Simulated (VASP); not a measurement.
# Ru: single point with RPBE

Ru, a slab with vacuum:

```xyz
3
Lattice="2.7333 0.0000 0.0000 -1.3666 2.3671 0.0000 0.0000 0.0000 21.3165" Properties=species:S:1:pos:R:3 pbc="T T T"
Ru    0.0000    1.5781    8.5000
Ru    1.3666    0.7890   10.5816
Ru    0.0000    1.5781   12.6631
```

| Property | Result |
| --- | --- |
| Program | VASP 6.6.1 |
| Task | single point |
| Functional | RPBE |
| Potentials or basis | VASP PAW PBE potentials, release 64 (Ru_pv) |
| Cutoff | 400 eV |
| k mesh | 12 × 12 × 1 |
| Occupations | gaussian, width 0.1 eV |
| Spin | no spin polarisation |

The largest force is 0.011 eV/Å. The band gap on the k mesh is zero (band 21 reaches 1.62 eV, above the bottom of band 22 at -0.42 eV).

Forces on the atoms (eV/Å):
```
Ru   0.000  0.000 -0.011
Ru   0.000  0.000  0.000
Ru   0.000  0.000  0.011
```

Levels at points of the mesh, in eV from the Fermi level:
```
           k point  band 18  band 19  band 20  band 21  band 22  band 23  band 24  band 25
(0.00, 0.00, 0.00)    -2.30    -1.94    -1.94    -0.83    -0.83    -0.37     0.48     0.48
(0.50, 0.00, 0.00)    -0.77    -0.21     0.39     1.05     1.06     1.73     1.74     2.87
```

Wall time 2.4 min on 1 thread of Intel Xeon 8259CL, with other jobs on the host, peak memory 0.21 GiB.

Caveat: the PAW data sets were made with another functional, which shifts forces and pressure a little.
